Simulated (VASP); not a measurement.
# B (P6/mmm) in VASP: notebook

Runs on B. Level: LDA. Tasks: single point.

Everything below comes from runs of VASP 6.6.1. Logs are shortened: lines on timing, memory, paths and dates and some standing lists are left out, and cuts for length are marked.

## Step 1: The cell of the first run

Symmetry: P6/mmm, No. 191, hexagonal system. Conventional cell: a = 1.668 Å, b = 1.668 Å, c = 3.561 Å, α = 90.00°, β = 90.00°, γ = 120.00°. Within 2.2 Å of B (site symmetry 6/mmm) lie 6 B at 1.67 Å.

## Step 2: Single point, LDA

Input file INCAR:

```
  ALGO = Normal
  EDIFF = 1E-7
  ENCUT = 520
  GGA = CA
  ISIF = 2
  ISMEAR = -1
  LASPH = T
  LCHARG = T
  LELF = T
  LREAL = F
  LVHAR = T
  LWAVE = F
  NBANDS = 8
  NELM = 60
  PREC = Accurate
  SIGMA = 0.05
```

Input file KPOINTS:

```
k-points
0
Gamma
  19 19 8
```

Input file POSCAR:

```
B
1.0
    1.6676806974      0.0000000000      0.0000000000
   -0.8338403487      1.4442537590      0.0000000000
    0.0000000000      0.0000000000      3.5612098701
B
1
Direct
    0.0000000000      0.0000000000      0.0000000000
```

Potentials or basis: VASP PAW LDA potentials, release 64 (B).

Started as:

```console
$ cat potpaw_LDA.64/B/POTCAR > POTCAR
$ mpirun -np 1 vasp_std > vasp.out
```

OUTCAR:

```text
EDIFF = 1E-7
   ENCUT = 520
   GGA = CA
   ISIF = 2
   ISMEAR = -1
   LASPH = T
   LREAL = F
   NELM = 60
   PREC = Accurate

 ion  position               nearest neighbor table
   1  0.000  0.000  0.000-

  LATTYP: Found a hexagonal cell.
 ALAT       =     1.6676806974
 C/A-ratio  =     2.1354266891

  Lattice vectors:

 A1 = (   1.6676806974,   0.0000000000,   0.0000000000)
 A2 = (  -0.8338403487,   1.4442537590,   0.0000000000)
 A3 = (   0.0000000000,   0.0000000000,   3.5612098701)

Analysis of symmetry for initial positions (statically):
=====================================================================
 Subroutine PRICEL returns:
 Original cell was already a primitive cell.

 Routine SETGRP: Setting up the symmetry group for a
 hexagonal supercell.

 Subroutine GETGRP returns: Found 24 space group operations
 (whereof 24 operations were pure point group operations)
 out of a pool of 24 trial point group operations.

The static configuration has the point symmetry D_6h.

Analysis of symmetry for dynamics (positions and initial velocities):
=====================================================================
 Subroutine PRICEL returns:
 Original cell was already a primitive cell.

 Routine SETGRP: Setting up the symmetry group for a
 hexagonal supercell.

 Subroutine GETGRP returns: Found 24 space group operations
 (whereof 24 operations were pure point group operations)
 out of a pool of 24 trial point group operations.

The dynamic configuration has the point symmetry D_6h.

 Subroutine INISYM returns: Found 24 space group operations
 (whereof 24 operations are pure point group operations),
 and found     1 'primitive' translations

----------------------------------------------------------------------------------------

                                     Primitive cell

  volume of cell :       8.5774

  direct lattice vectors                    reciprocal lattice vectors
     1.667680697  0.000000000  0.000000000     0.599635171  0.346199549  0.000000000
    -0.833840349  1.444253759  0.000000000     0.000000000  0.692399098  0.000000000
     0.000000000  0.000000000  3.561209870     0.000000000  0.000000000  0.280803445

  length of vectors
     1.667680697  1.667680619  3.561209870     0.692399066  0.692399098  0.280803445

  position of ions in fractional coordinates (direct lattice)
     0.000000000  0.000000000  0.000000000

  ion indices of the primitive-cell ions
   primitive index   ion index
                 1           1

----------------------------------------------------------------------------------------

 KPOINTS: k-points

Automatic generation of k-mesh.
 Grid dimensions read from file:
 generate k-points for:   19   19    8

 Generating k-lattice:

  Cartesian coordinates                     Fractional coordinates (reciprocal lattice)
     0.031559746  0.018221029  0.000000000     0.052631579  0.000000000  0.000000000
     0.000000000  0.036442058  0.000000000     0.000000000  0.052631579  0.000000000
     0.000000000  0.000000000  0.035100431     0.000000000  0.000000000  0.125000000

  Length of vectors
     0.036442056  0.036442058  0.035100431

  Shift w.r.t. Gamma in fractional coordinates (k-lattice)
     0.000000000  0.000000000  0.000000000

 Subroutine IBZKPT returns following result:
 ===========================================

 Found    200 irreducible k-points:

 Following reciprocal coordinates:
            Coordinates               Weight
  0.000000  0.000000  0.000000      1.000000
  0.052632  0.000000  0.000000      6.000000
  0.105263  0.000000  0.000000      6.000000
  0.157895  0.000000  0.000000      6.000000
  0.210526 -0.000000  0.000000      6.000000
  0.263158  0.000000  0.000000      6.000000
[... 16 lines left out ...]
  0.263158  0.105263  0.000000     12.000000
  0.315789  0.105263  0.000000     12.000000
 [... further k-points ...]
   k-points           NKPTS =    200   k-points in BZ     NKDIM =    200   number of bands    NBANDS=      8
   number of dos      NEDOS =    301   number of ions     NIONS =      1
   total plane-waves  NPLWV =   4032
   dimension x,y,z NGX =    12 NGY =   12 NGZ =   28
   dimension x,y,z NGXF=    24 NGYF=   24 NGZF=   56
   ions per type =               1
   NGX,Y,Z   is equivalent  to a cutoff of  11.96, 11.96, 13.07 a.u.
   NGXF,Y,Z  is equivalent  to a cutoff of  23.92, 23.92, 26.14 a.u.
 SYSTEM =  unknown system
   PREC   = accura    normal or accurate (medium, high low for compatibility)
   ISTART =      0    job   : 0-new  1-cont  2-samecut
   ICHARG =      2    charge: 1-file 2-atom 10-const
   ISPIN  =      1    spin polarized calculation?
   LNONCOLLINEAR =      F non collinear calculations
   LSORBIT =      F    spin-orbit coupling
   LASPH  =      T    aspherical Exc in radial PAW
   ENCUT  =  520.0 eV  38.22 Ry    6.18 a.u.   3.10  3.10  6.62*2*pi/ulx,y,z
   NELM   =     60;   NELMIN=  2; NELMDL= -5     # of ELM steps
   EDIFF  = 0.1E-06   stopping-criterion for ELM
   LREAL  =      F    real-space projection
   EDIFFG = 0.1E-05   stopping-criterion for IOM
   NSW    =      0    number of steps for IOM
   IBRION =     -1    ionic relax: 0-MD 1-quasi-New 2-CG
   NFREE  =      0    steps in history (QN), initial steepest desc. (CG)
   ISIF   =      2    stress and relaxation
   ISYM   =      2    0-nonsym 1-usesym 2-fastsym
   POTIM  = 0.5000    time-step for ionic-motion
   TEBEG  =    0.0;   TEEND  =   0.0 temperature during run
   PSTRESS=    0.0 pullay stress
   NELECT =       3.0000    total number of electrons
   NUPDOWN=      -1.0000    fix difference up-down
   EMIN   =  10.00;   EMAX   =-10.00  energy-range for DOS
   EFERMI =   0.00;   METHOD = LEGACY
   ISMEAR =    -1;   SIGMA  =   0.05  broadening in eV -4-tet -1-fermi 0-gaus
   EFERMI_NEDOS =   21; number of points for ismear=-14 and -15
   IALGO  =     38    algorithm
   IMIX   =      4    mixing-type and parameters
     AMIX     =   0.40;   BMIX     =  1.00
     AMIX_MAG =   1.60;   BMIX_MAG =  1.00
  volume/ion in A,a.u.               =       8.58        57.88
  Fermi-wavevector in a.u.,A,eV,Ry     =   1.153446  2.179697 18.101703  1.330438
  Thomas-Fermi vector in A             =   2.290090
   LORBIT       =      0    0 simple, 1 ext, 2 COOP (PROOUT), +10 PAW based schemes
   GGA     = CA    functional components
   LHFCALC =     F    Hartree Fock is set to
   AEXX    =    0.0000 exact exchange contribution
   IVDW    =     0    specifies the selected vdW correction
   LEPSILON=     F    determine dielectric tensor
   LRPA    =     F    only Hartree local field effects (RPA)
 non-spin polarized calculation
  energy-cutoff  :      520.00
  volume of cell :        8.58
 maximum number of plane-waves:       247
   NGX =  7   NGY =  7   NGZ = 13

 number of electron       3.0000000 magnetization

 Free energy of the ion-electron system (eV)
  ---------------------------------------------------
  ext. energy  EPLUGINS =         0.00000000
  ---------------------------------------------------
  free energy    TOTEN  =        -6.72877033 eV

  energy without entropy =       -6.72631191  energy(sigma->0) =       -6.72754112

 E-fermi :   5.9002     XC(G=0): -10.5547

 val. band max:        5.8648266863   @ k =   0.3158   0.2632   0.5000
 cond. band min:       5.9223673448   @ k =   0.3684  -0.0000   0.5000
 fundamental gap:      0.0575406584
 Fermi energy:         5.9001785208

 k-point     1 :       0.0000    0.0000    0.0000
  band No.  band energies     occupation
      1     -11.6581      2.00000
      2      -1.2293      2.00000
      3       7.8852      0.00000
      4      31.8441      0.00000
      5      31.8441      0.00000
      6      32.7011      0.00000
      7      38.9708      0.00000
      8      54.0035      0.00000

 k-point     2 :       0.0526    0.0000    0.0000
  band No.  band energies     occupation
      1     -11.5287      2.00000
      2      -1.0391      2.00000
      3       8.0471      0.00000
      4      31.1187      0.00000
      5      31.4136      0.00000
      6      32.8458      0.00000
      7      39.4111      0.00000
      8      51.0574      0.00000

 k-point     3 :       0.1053    0.0000    0.0000
  band No.  band energies     occupation
      1     -11.1414      2.00000
      2      -0.4694      2.00000
      3       8.5299      0.00000
      4      29.1916      0.00000
      5      30.2933      0.00000
      6      33.2603      0.00000
      7      40.3177      0.00000
      8      48.0163      0.00000

 k-point     4 :       0.1579    0.0000    0.0000
  band No.  band energies     occupation
      1     -10.5005      2.00000
      2       0.4766      2.00000
      3       9.3226      0.00000
      4      26.4353      0.00000
      5      28.8235      0.00000
      6      33.8634      0.00000
      7      40.9309      0.00000
      8      46.7709      0.00000

 k-point     5 :       0.2105   -0.0000    0.0000
  band No.  band energies     occupation
      1      -9.6143      2.00000
      2       1.7925      2.00000
      3      10.3871      0.00000
      4      23.2329      0.00000
      5      27.2873      0.00000
      6      34.3863      0.00000
      7      40.9713      0.00000
      8      45.5931      0.00000
[... 177 lines left out ...]
 k-point    22 :       0.2105    0.1053    0.0000
  band No.  band energies     occupation
      1      -8.1108      2.00000
      2       4.0212      2.00000
      3      12.1017      0.00000
      4      19.3388      0.00000
      5      24.1918      0.00000
      6      34.0081      0.00000
      7      42.8183      0.00000
      8      43.3700      0.00000

 k-point    23 :       0.2632    0.1053    0.0000
  band No.  band energies     occupation
      1      -6.7897      2.00000
      2       6.0180      0.17311
      3      12.7763      0.00000
      4      16.9814      0.00000
      5      23.3058      0.00000
      6      31.5104      0.00000
      7      40.3718      0.00000
      8      41.7744      0.00000

 k-point    24 :       0.3158    0.1053    0.0000
  band No.  band energies     occupation
      1      -5.3367      2.00000
      2       8.2848      0.00000
      3      11.2133      0.00000
      4      17.3898      0.00000
      5      22.7770      0.00000
      6      27.9251      0.00000
      7      35.8991      0.00000
      8      41.7916      0.00000

 [... further k-points ...]
[... 5 lines left out ...]
  --------------------------------------------------------------------------------------
  -------------------------------------------------------------------------------------
  Total        0.7970099      0.7970098     -0.0030655      0.0000000     -0.0000000     -0.0000000
  in kB      148.8745108    148.8744922     -0.5726106      0.0000000     -0.0000000     -0.0000000
  external PRESSURE =      99.0587974 kB  Pullay stress =       0.0000000 kB

 VOLUME and BASIS-vectors are now :
 -----------------------------------------------------------------------------
  energy-cutoff  :      520.00
  volume of cell :        8.58
      direct lattice vectors                 reciprocal lattice vectors
     1.667680697  0.000000000  0.000000000     0.599635171  0.346199549  0.000000000
    -0.833840349  1.444253759  0.000000000     0.000000000  0.692399098  0.000000000
     0.000000000  0.000000000  3.561209870     0.000000000  0.000000000  0.280803445

 POSITION                                       TOTAL-FORCE (eV/Angst)
 -----------------------------------------------------------------------------------
      0.00000      0.00000      0.00000         0.000000      0.000000      0.000000
 -----------------------------------------------------------------------------------
    total drift:                               -0.000000      0.000000     -0.000000

  FREE ENERGIE OF THE ION-ELECTRON SYSTEM (eV)
  ---------------------------------------------------
  free  energy   TOTEN  =        -6.7287703314 eV

  energy  without entropy=       -6.7263119061  energy(sigma->0) =       -6.72754112
```

Run time: 5.4 s. Hardware: 1 thread of Intel Xeon Platinum 8488C (Sapphire Rapids), shared host; peak memory 0.11 GiB.

Results:

| Property | Result |
| --- | --- |
| Free energy | -6.7288 eV |
| Pressure | 9.9 GPa |

Levels at points of the mesh, in eV from the Fermi level:
| k point | band 1 | band 2 | band 3 | band 4 | band 5 | band 6 |
| --- | --- | --- | --- | --- | --- | --- |
| (0.00, 0.00, 0.00) | -17.56 | -7.13 | 1.99 | 25.94 | 25.94 | 26.80 |
| (0.00, 0.00, 0.50) | -17.18 | -9.23 | 8.91 | 14.12 | 25.95 | 25.95 |

## Step 3: Single point, LDA

This run uses another cell than the first one, of 8.85 Å³/atom, 1.032 times its volume.

Input file INCAR:

```
PREC = Accurate
ENCUT = 520
EDIFF = 1E-6
ISMEAR = -1
SIGMA = 0.05
LREAL = F
LASPH = T
NELM = 100
ALGO = Normal
ISIF = 2
LWAVE = F
LCHARG = F
NBANDS = 8
```

Input file KPOINTS:

```
Automatic mesh
0
Gamma
  19 19 8
```

Input file POSCAR:

```
B
1.0
    1.6852365212      0.0000000000      0.0000000000
   -0.8426182606      1.4594575474      0.0000000000
    0.0000000000      0.0000000000      3.5986990448
B
1
Direct
    0.0000000000      0.0000000000      0.0000000000
```

Potentials or basis: VASP PAW LDA potentials, release 64 (B).

Started as:

```console
$ cat potpaw_LDA.64/B/POTCAR > POTCAR
$ mpirun -np 1 vasp_std > vasp.out
```

OUTCAR:

```text
PREC = Accurate
   ENCUT = 520
   EDIFF = 1E-6
   ISMEAR = -1
   LREAL = F
   LASPH = T
   NELM = 100
   ISIF = 2

 ion  position               nearest neighbor table
   1  0.000  0.000  0.000-

  LATTYP: Found a hexagonal cell.
 ALAT       =     1.6852365212
 C/A-ratio  =     2.1354266891

  Lattice vectors:

 A1 = (   1.6852365212,   0.0000000000,   0.0000000000)
 A2 = (  -0.8426182606,   1.4594575474,   0.0000000000)
[... 434 lines left out ...]
 k-point    24 :       0.3158    0.1053    0.0000
  band No.  band energies     occupation
      1      -5.4285      2.00000
      2       7.9747      0.00000
      3      10.7647      0.00000
      4      16.9353      0.00000
      5      21.9998      0.00000
      6      27.2373      0.00000
      7      35.1044      0.00000
      8      40.8198      0.00000

 [... further k-points ...]
[... 5 lines left out ...]
  --------------------------------------------------------------------------------------
  -------------------------------------------------------------------------------------
  Total        0.2590654      0.2590654     -0.0063480      0.0000000      0.0000000      0.0000000
  in kB       46.8945295     46.8945236     -1.1490749      0.0000000      0.0000000      0.0000000
  external PRESSURE =      30.8799927 kB  Pullay stress =       0.0000000 kB

 VOLUME and BASIS-vectors are now :
 -----------------------------------------------------------------------------
  energy-cutoff  :      520.00
  volume of cell :        8.85
      direct lattice vectors                 reciprocal lattice vectors
     1.685236521  0.000000000  0.000000000     0.593388517  0.342593041  0.000000000
    -0.842618261  1.459457547  0.000000000     0.000000000  0.685186083  0.000000000
     0.000000000  0.000000000  3.598699045     0.000000000  0.000000000  0.277878196

 POSITION                                       TOTAL-FORCE (eV/Angst)
 -----------------------------------------------------------------------------------
      0.00000      0.00000      0.00000        -0.000000      0.000000      0.000000
 -----------------------------------------------------------------------------------
    total drift:                               -0.000000     -0.000000     -0.000000

  FREE ENERGIE OF THE ION-ELECTRON SYSTEM (eV)
  ---------------------------------------------------
  free  energy   TOTEN  =        -6.7399547798 eV

  energy  without entropy=       -6.7378456538  energy(sigma->0) =       -6.73890022
```

OSZICAR:

```text
N       E                     dE             d eps       ncg     rms          rms(c)
DAV:   1    -0.307584544356E+01   -0.30758E+01   -0.15463E+03  3384   0.286E+02
DAV:   2    -0.731867207027E+01   -0.42428E+01   -0.39903E+01  4384   0.451E+01
DAV:   3    -0.732857312667E+01   -0.99011E-02   -0.98985E-02  3600   0.243E+00
DAV:   4    -0.732857658213E+01   -0.34555E-05   -0.34554E-05  4880   0.402E-02
DAV:   5    -0.732857658232E+01   -0.19111E-09   -0.41359E-09  3600   0.261E-04    0.308E+00
DAV:   6    -0.688090576439E+01    0.44767E+00   -0.39741E-01  3336   0.241E+00    0.166E+00
DAV:   7    -0.674089154952E+01    0.14001E+00   -0.45257E-01  3496   0.249E+00    0.323E-01
DAV:   8    -0.674254648741E+01   -0.16549E-02   -0.19836E-02  3392   0.593E-01    0.195E-01
DAV:   9    -0.673996918618E+01    0.25773E-02   -0.63423E-03  3456   0.300E-01    0.202E-02
DAV:  10    -0.673996213270E+01    0.70535E-05   -0.11632E-05  3816   0.236E-02    0.969E-03
DAV:  11    -0.673995479692E+01    0.73358E-05   -0.25948E-05  3568   0.190E-02    0.766E-04
DAV:  12    -0.673995477976E+01    0.17160E-07   -0.82805E-08  2424   0.178E-03
   1 F= -.67399548E+01 E0= -.67389002E+01  d E =-.210913E-02
```

It took 7.3 s on 1 thread of Intel Xeon Platinum 8488C (Sapphire Rapids), shared host; peak memory 0.11 GiB.

Results:

| Quantity | Value |
| --- | --- |
| Free energy | -6.7400 eV |
| Pressure | 3.1 GPa |

Stress tensor (GPa, compression positive):
```
 4.69  0.00  0.00
 0.00  4.69  0.00
 0.00  0.00 -0.11
```

## Step 4: Single point, LDA

This run uses another cell than the first one, of 9.12 Å³/atom, 1.064 times its volume.

Input file INCAR:

```
SYSTEM = B
PREC = Accurate ; ENCUT = 520
EDIFF = 1E-6 ; ISMEAR = -1
SIGMA = 0.05 ; LREAL = .FALSE.
LASPH = .TRUE. ; NELM = 80
ALGO = Normal ; ISIF = 2
LWAVE = .FALSE. ; LCHARG = .FALSE.
NBANDS = 8
```

Input file KPOINTS:

```
Automatic mesh
0
G
  19 19 8
  0 0 0
```

Input file POSCAR:

```
B
1.0
    1.7024340000      0.0000000000      0.0000000000
   -0.8512170000      1.4743510000      0.0000000000
    0.0000000000      0.0000000000      3.6354230000
B
1
Direct
    0.0000000000      0.0000000000      0.0000000000
```

Started as:

```console
$ cat potpaw_LDA.64/B/POTCAR > POTCAR
$ mpirun -np 1 vasp_std > vasp.out
```

It took 10 s on 1 thread of Intel Xeon Platinum 8488C (Sapphire Rapids), shared host; peak memory 0.11 GiB.

The run converged. Its results:

```yaml
Free_energy: -6.7402 eV
Pressure: -2.9 GPa
```

Stress tensor (GPa, compression positive):
```
-4.22  0.00  0.00
 0.00 -4.22  0.00
 0.00  0.00 -0.23
```

Levels at points of the mesh, in eV from the Fermi level:
```tsv
k point	band 1	band 2	band 3	band 4	band 5
(0.00, 0.00, 0.00)	-17.08	-6.76	2.09	24.49	24.49
(0.00, 0.00, 0.50)	-16.74	-8.72	8.70	13.70	24.50
```

(Part 1 of 2 ends here.)
